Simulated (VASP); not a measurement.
Here is a VASP 6.6.1 calculation.

INCAR

```
SYSTEM = Si
PREC = Accurate
ENCUT = 520
EDIFF = 1E-6
ISMEAR = -1
SIGMA = 0.05
LREAL = .False.
LASPH = .True.
NELM = 80
ALGO = Normal
ISIF = 2
LWAVE = .False.
LCHARG = .False.
GGA = PE
NBANDS = 11
```

The input KPOINTS:

```
Automatic mesh
0
Gamma
  8 8 8
  0 0 0
```

POSCAR

```
Si
1.0
    0.0000000000      2.7398772164      2.7398772164
    2.7398772164      0.0000000000      2.7398772164
    2.7398772164      2.7398772164      0.0000000000
Si
2
Direct
    0.5000000000      0.5000000000      0.5000000000
    0.7500000000      0.7500000000      0.7500000000
```

Potentials or basis: VASP PAW PBE potentials, release 64 (Si).

Command:

```sh
$ cat potpaw_PBE.64/Si/POTCAR > POTCAR
$ mpirun -np 1 vasp_std > vasp.out
```

**Question.** Estimate the band gap on the k mesh.

**Answer.** 0.66 eV, indirect (least direct gap 2.55 eV).

**Question.** Estimate the pressure.

**Answer.** -0.5 GPa.

A k mesh can miss the band edges. A hybrid or GW would open this gap; PBE tends to underestimate it.
